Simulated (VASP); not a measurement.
# BaTiO3 in VASP: further runs

BaTiO3 is run at these levels: PBEsol; tasks: electric field gradients.

Everything below comes from runs of VASP 6.6.1. Logs are shortened: lines on timing, memory, paths and dates and some standing lists are left out, and cuts for length are marked.

## (1) The cell of the first run

The structure is tetragonal, space group P4/mmm (No. 123). The conventional cell has a = 3.946 Å, b = 3.946 Å, c = 3.964 Å, α = 90.00°, β = 90.00°, γ = 90.00°. Within 3.7 Å of Ba (site symmetry 4/mmm) lie 12 O at 2.79 to 2.80 Å and 8 Ti at 3.42 Å. Within 2.6 Å of Ti (site symmetry 4/mmm) lie 6 O at 1.97 to 1.98 Å. Within 2.6 Å of O (site symmetry 4/mmm) lie 2 Ti at 1.98 Å. Within 2.6 Å of O (site symmetry mmm) lie 2 Ti at 1.97 Å.

## (2) Electric field gradients, PBEsol (12.34 Å³/atom)

The input, INCAR:

```
PREC     = Accurate       # precision mode
ENCUT    = 1000           # plane-wave cutoff, eV
EDIFF    = 1E-8           # SCF threshold, eV
ISMEAR   = -1             # smearing method
SIGMA    = 0.03           # smearing width, eV
LREAL    = False          # projectors in reciprocal space
LASPH    = True           # aspherical terms in the spheres
NELM     = 120            # most SCF steps
ALGO     = Normal         # electronic algorithm
ISIF     = 2              # what is computed and relaxed
LWAVE    = False          # write WAVECAR
LCHARG   = False          # write CHGCAR
GGA      = PS             # functional
LEFG     = True         
NBANDS   = 28             # bands
GGA_COMPAT= False
```

The input, KPOINTS:

```
Automatic mesh
0
Gamma
  7 7 7
```

The input, POSCAR:

```
BaTiO3
1.0
    3.9457420220      0.0000000000      0.0000000000
    0.0000000000      3.9457420220      0.0000000000
    0.0000000000      0.0000000000      3.9636960459
Ba Ti O
1 1 3
Direct
    0.0000000000      0.0000000000      0.0000000000
    0.5000000000      0.5000000000      0.5000000000
    0.5000000000      0.5000000000      0.0000000000
    0.5000000000      0.0000000000      0.5000000000
    0.0000000000      0.5000000000      0.5000000000
```

Potentials or basis: VASP PAW PBE potentials, release 64 (Ba_sv, Ti_sv, O_h).

Run with:

```
$ cat potpaw_PBE.64/Ba_sv/POTCAR potpaw_PBE.64/Ti_sv/POTCAR potpaw_PBE.64/O_h/POTCAR > POTCAR
$ mpirun -np 1 vasp_std > vasp.out
```

OUTCAR:

```text
PREC = Accurate
   ENCUT = 1000
   EDIFF = 1E-8
   ISMEAR = -1
   LREAL = False
   LASPH = True
   NELM = 120
   ISIF = 2
   GGA = PS

 ion  position               nearest neighbor table
   1  0.000  0.000  0.000-   3 2.79   3 2.79   3 2.79   3 2.79   5 2.80   4 2.80   5 2.80   5 2.80
                             5 2.80   4 2.80   4 2.80   4 2.80   2 3.42   2 3.42   2 3.42   2 3.42
   2  0.500  0.500  0.500-   4 1.97   5 1.97   4 1.97   5 1.97   3 1.98   3 1.98   1 3.42   1 3.42
                             1 3.42   1 3.42   1 3.42   1 3.42   1 3.42   1 3.42
   3  0.500  0.500  0.000-   2 1.98   2 1.98   1 2.79   1 2.79   1 2.79   1 2.79
   4  0.500  0.000  0.500-   2 1.97   2 1.97   1 2.80   1 2.80   1 2.80   1 2.80
   5  0.000  0.500  0.500-   2 1.97   2 1.97   1 2.80   1 2.80   1 2.80   1 2.80

  LATTYP: Found a simple tetragonal cell.
 ALAT       =     3.9457420220
 C/A-ratio  =     1.0045502275

  Lattice vectors:

 A1 = (   3.9457420220,   0.0000000000,   0.0000000000)
 A2 = (   0.0000000000,   3.9457420220,   0.0000000000)
 A3 = (   0.0000000000,   0.0000000000,   3.9636960459)

Analysis of symmetry for initial positions (statically):
=====================================================================
 Subroutine PRICEL returns:
 Original cell was already a primitive cell.

 Routine SETGRP: Setting up the symmetry group for a
 simple tetragonal supercell.

 Subroutine GETGRP returns: Found 16 space group operations
 (whereof 16 operations were pure point group operations)
 out of a pool of 16 trial point group operations.

The static configuration has the point symmetry D_4h.

Analysis of symmetry for dynamics (positions and initial velocities):
=====================================================================
 Subroutine PRICEL returns:
 Original cell was already a primitive cell.

 Routine SETGRP: Setting up the symmetry group for a
 simple tetragonal supercell.

 Subroutine GETGRP returns: Found 16 space group operations
 (whereof 16 operations were pure point group operations)
 out of a pool of 16 trial point group operations.

The dynamic configuration has the point symmetry D_4h.

 Subroutine INISYM returns: Found 16 space group operations
 (whereof 16 operations are pure point group operations),
 and found     1 'primitive' translations

----------------------------------------------------------------------------------------

                                     Primitive cell

  volume of cell :      61.7103

  direct lattice vectors                    reciprocal lattice vectors
     3.945742022  0.000000000  0.000000000     0.253437755  0.000000000  0.000000000
     0.000000000  3.945742022  0.000000000     0.000000000  0.253437755  0.000000000
     0.000000000  0.000000000  3.963696046     0.000000000  0.000000000  0.252289779

  length of vectors
     3.945742022  3.945742022  3.963696046     0.253437755  0.253437755  0.252289779

  position of ions in fractional coordinates (direct lattice)
     0.000000000  0.000000000  0.000000000
     0.500000000  0.500000000  0.500000000
     0.500000000  0.500000000  0.000000000
     0.500000000  0.000000000  0.500000000
     0.000000000  0.500000000  0.500000000

  ion indices of the primitive-cell ions
   primitive index   ion index
                 1           1
                 2           2
                 3           3
                 4           4
                 5           5

----------------------------------------------------------------------------------------

 KPOINTS: Automatic mesh

Automatic generation of k-mesh.
 Grid dimensions read from file:
 generate k-points for:    7    7    7

 Generating k-lattice:

  Cartesian coordinates                     Fractional coordinates (reciprocal lattice)
     0.036205394  0.000000000  0.000000000     0.142857143  0.000000000  0.000000000
     0.000000000  0.036205394  0.000000000     0.000000000  0.142857143  0.000000000
     0.000000000  0.000000000  0.036041397     0.000000000  0.000000000  0.142857143

  Length of vectors
     0.036205394  0.036205394  0.036041397

  Shift w.r.t. Gamma in fractional coordinates (k-lattice)
     0.000000000  0.000000000  0.000000000

 Subroutine IBZKPT returns following result:
 ===========================================

 Found     40 irreducible k-points:

 Following reciprocal coordinates:
            Coordinates               Weight
  0.000000  0.000000  0.000000      1.000000
  0.142857  0.000000  0.000000      4.000000
  0.285714  0.000000  0.000000      4.000000
  0.428571  0.000000  0.000000      4.000000
  0.142857  0.142857  0.000000      4.000000
  0.285714  0.142857  0.000000      8.000000
[... 16 lines left out ...]
  0.285714  0.000000  0.285714      8.000000
  0.428571  0.000000  0.285714      8.000000
 [... further k-points ...]
   k-points           NKPTS =     40   k-points in BZ     NKDIM =     40   number of bands    NBANDS=     28
   number of dos      NEDOS =    301   number of ions     NIONS =      5
   total plane-waves  NPLWV =  74088
   dimension x,y,z NGX =    42 NGY =   42 NGZ =   42
   dimension x,y,z NGXF=    84 NGYF=   84 NGZF=   84
   ions per type =               1   1   3
   NGX,Y,Z   is equivalent  to a cutoff of  17.70, 17.70, 17.62 a.u.
   NGXF,Y,Z  is equivalent  to a cutoff of  35.39, 35.39, 35.23 a.u.
 SYSTEM =  unknown system
   PREC   = accura    normal or accurate (medium, high low for compatibility)
   ISTART =      0    job   : 0-new  1-cont  2-samecut
   ICHARG =      2    charge: 1-file 2-atom 10-const
   ISPIN  =      1    spin polarized calculation?
   LNONCOLLINEAR =      F non collinear calculations
   LSORBIT =      F    spin-orbit coupling
   LASPH  =      T    aspherical Exc in radial PAW
   ENCUT  = 1000.0 eV  73.50 Ry    8.57 a.u.  10.17 10.17 10.22*2*pi/ulx,y,z
   NELM   =    120;   NELMIN=  2; NELMDL= -5     # of ELM steps
   EDIFF  = 0.1E-07   stopping-criterion for ELM
   LREAL  =      F    real-space projection
   EDIFFG = 0.1E-06   stopping-criterion for IOM
   NSW    =      0    number of steps for IOM
   IBRION =     -1    ionic relax: 0-MD 1-quasi-New 2-CG
   NFREE  =      0    steps in history (QN), initial steepest desc. (CG)
   ISIF   =      2    stress and relaxation
   ISYM   =      2    0-nonsym 1-usesym 2-fastsym
   POTIM  = 0.5000    time-step for ionic-motion
   TEBEG  =    0.0;   TEEND  =   0.0 temperature during run
   PSTRESS=    0.0 pullay stress
   NELECT =      40.0000    total number of electrons
   NUPDOWN=      -1.0000    fix difference up-down
   EMIN   =  10.00;   EMAX   =-10.00  energy-range for DOS
   EFERMI =   0.00;   METHOD = LEGACY
   ISMEAR =    -1;   SIGMA  =   0.03  broadening in eV -4-tet -1-fermi 0-gaus
   EFERMI_NEDOS =   21; number of points for ismear=-14 and -15
   IALGO  =     38    algorithm
   IMIX   =      4    mixing-type and parameters
     AMIX     =   0.40;   BMIX     =  1.00
     AMIX_MAG =   1.60;   BMIX_MAG =  1.00
  volume/ion in A,a.u.               =      12.34        83.29
  Fermi-wavevector in a.u.,A,eV,Ry     =   1.416801  2.677366 27.311324  2.007326
  Thomas-Fermi vector in A             =   2.538098
   LORBIT       =      0    0 simple, 1 ext, 2 COOP (PROOUT), +10 PAW based schemes
   GGA     = PS    functional components
   LHFCALC =     F    Hartree Fock is set to
   AEXX    =    0.0000 exact exchange contribution
   IVDW    =     0    specifies the selected vdW correction
   LEPSILON=     F    determine dielectric tensor
   LRPA    =     F    only Hartree local field effects (RPA)
 non-spin polarized calculation
  energy-cutoff  :     1000.00
  volume of cell :       61.71
 maximum number of plane-waves:      4457
 NGX is ok and might be reduce to    42
   NGX = 21   NGY = 21   NGZ = 21

 number of electron      39.9999992 magnetization

 Free energy of the ion-electron system (eV)
  ---------------------------------------------------
  ext. energy  EPLUGINS =         0.00000000
  ---------------------------------------------------
  free energy    TOTEN  =       -41.98178641 eV

  energy without entropy =      -41.98178641  energy(sigma->0) =      -41.98178641

 E-fermi :   5.0855     XC(G=0): -11.7254

 val. band max:        4.2975391715   @ k =   0.4286   0.4286   0.4286
 cond. band min:       6.1346157951   @ k =   0.0000   0.0000   0.0000
 fundamental gap:      1.8370766236
 Fermi energy:         5.0854875590

 k-point     1 :       0.0000    0.0000    0.0000
  band No.  band energies     occupation
      1     -51.8409      2.00000
      2     -28.1890      2.00000
      3     -28.1890      2.00000
      4     -28.1858      2.00000
      5     -20.3131      2.00000
      6     -12.5355      2.00000
[... 20 lines left out ...]
     27       9.3460      0.00000
     28      11.9834      0.00000

 k-point     2 :       0.1429    0.0000    0.0000
  band No.  band energies     occupation
      1     -51.8407      2.00000
      2     -28.2016      2.00000
      3     -28.1885      2.00000
      4     -28.1853      2.00000
      5     -20.2850      2.00000
      6     -12.5559      2.00000
[... 20 lines left out ...]
     27       9.7632      0.00000
     28      12.4893      0.00000

 k-point     3 :       0.2857    0.0000    0.0000
  band No.  band energies     occupation
      1     -51.8401      2.00000
      2     -28.2298      2.00000
      3     -28.1874      2.00000
      4     -28.1841      2.00000
      5     -20.2206      2.00000
      6     -12.6831      2.00000
[... 616 lines left out ...]
      3     -28.2219      2.00000
      4     -28.1859      2.00000
      5     -20.1516      2.00000
      6     -12.5165      2.00000
[... 20 lines left out ...]
     27      12.2911      0.00000
     28      13.1616      0.00000

 k-point    24 :       0.4286    0.0000    0.2857
  band No.  band energies     occupation
      1     -51.8389      2.00000
      2     -28.2494      2.00000
      3     -28.2206      2.00000
      4     -28.1850      2.00000
      5     -20.1108      2.00000
      6     -12.4917      2.00000
[... 20 lines left out ...]
     27      13.0247      0.00000
     28      13.4354      0.00000

 [... further k-points ...]
[... 5 lines left out ...]
  --------------------------------------------------------------------------------------
  -------------------------------------------------------------------------------------
  Total        1.9499546      1.9499546      1.5007914      0.0000000      0.0000000      0.0000000
  in kB       50.6264370     50.6264370     38.9648677      0.0000000      0.0000000      0.0000000
  external PRESSURE =      46.7392472 kB  Pullay stress =       0.0000000 kB

 VOLUME and BASIS-vectors are now :
 -----------------------------------------------------------------------------
  energy-cutoff  :     1000.00
  volume of cell :       61.71
      direct lattice vectors                 reciprocal lattice vectors
     3.945742022  0.000000000  0.000000000     0.253437755  0.000000000  0.000000000
     0.000000000  3.945742022  0.000000000     0.000000000  0.253437755  0.000000000
     0.000000000  0.000000000  3.963696046     0.000000000  0.000000000  0.252289779

 POSITION                                       TOTAL-FORCE (eV/Angst)
 -----------------------------------------------------------------------------------
      0.00000      0.00000      0.00000         0.000000      0.000000      0.000000
      1.97287      1.97287      1.98185         0.000000      0.000000      0.000000
      1.97287      1.97287      0.00000         0.000000      0.000000      0.000000
      1.97287      0.00000      1.98185         0.000000      0.000000      0.000000
      0.00000      1.97287      1.98185         0.000000      0.000000      0.000000
 -----------------------------------------------------------------------------------
    total drift:                                0.000000     -0.000000     -0.000000

  FREE ENERGIE OF THE ION-ELECTRON SYSTEM (eV)
  ---------------------------------------------------
  free  energy   TOTEN  =       -41.9817864070 eV

  energy  without entropy=      -41.9817864070  energy(sigma->0) =      -41.98178641

 Electric field gradients (V/A^2)
---------------------------------------------------------------------
 ion       V_xx      V_yy      V_zz      V_xy      V_xz      V_yz
---------------------------------------------------------------------
   1      -0.402    -0.402     0.803     0.000    -0.000     0.000
   2      -2.120    -2.120     4.240    -0.000    -0.000    -0.000
   3     -10.492   -10.492    20.985     0.000     0.000    -0.000
   4     -10.148    18.782    -8.634     0.000    -0.000     0.000
   5      18.782   -10.148    -8.634    -0.000     0.000     0.000
---------------------------------------------------------------------

 Electric field gradients after diagonalization (V/A^2)
 (convention: |V_zz| > |V_xx| > |V_yy|)
----------------------------------------------------------------------
 ion       V_xx      V_yy      V_zz     asymmetry (V_yy - V_xx)/ V_zz
----------------------------------------------------------------------
   1      -0.402    -0.402     0.803       0.000
   2      -2.120    -2.120     4.240       0.000
   3     -10.492   -10.492    20.985       0.000
   4     -10.148    -8.634    18.782       0.081
   5     -10.148    -8.634    18.782       0.081
----------------------------------------------------------------------

           NMR quadrupolar parameters

 Cq : quadrupolar parameter    Cq=e*Q*V_zz/h
 eta: asymmetry parameters     (V_yy - V_xx)/ V_zz
 Q  : nuclear electric quadrupole moment in mb (millibarn)
----------------------------------------------------------------------
 ion       Cq(MHz)       eta       Q (mb)
----------------------------------------------------------------------
   1       0.002       0.000       1.000
   2       0.010       0.000       1.000
   3       0.051       0.000       1.000
   4       0.045       0.081       1.000
   5       0.045       0.081       1.000
----------------------------------------------------------------------
```

It took 3.1 min on 1 thread of AMD EPYC 7R13 (Zen 3), shared host; peak memory 0.36 GiB.

Results:

```yaml
Free_energy: -41.9818 eV
Pressure: 4.7 GPa
Band_gap_on_the_k_mesh: 1.84 eV (least direct gap 1.87 eV)
Largest_electric_field_gradient_by_atom: Ba +0.8; Ti +4.2; O +21.0, +18.8 (each value once) V/Å²
```

Levels at points of the mesh, in eV from the valence-band top:
| k point | band 17 | band 18 | band 19 | band 20 | band 21 | band 22 | band 23 | band 24 |
| --- | --- | --- | --- | --- | --- | --- | --- | --- |
| (0.00, 0.00, 0.00) | -1.10 | -0.04 | -0.04 | -0.04 | 1.84 | 1.84 | 1.85 | 4.25 |

Electric field gradients, principal values (V/Å²):
| atom | least | middle | greatest (by size) |
| --- | --- | --- | --- |
| 1 Ba | -0.402 | -0.402 | 0.803 |
| 2 Ti | -2.120 | -2.120 | 4.240 |
| 3 O | -10.492 | -10.492 | 20.985 |
| 4 O | -8.634 | -10.148 | 18.782 |
| 5 O | -8.634 | -10.148 | 18.782 |

Caveat: the cell stands under pressure; without QUAD_EFG the Cq values of the log hold for a quadrupole moment of 1 mb, not for the nuclei; the PAW data sets were made with another functional, which shifts forces and pressure a little; spin-orbit coupling is left out, which moves the levels of the heavy elements.

(Continued in part 2 of 3.)
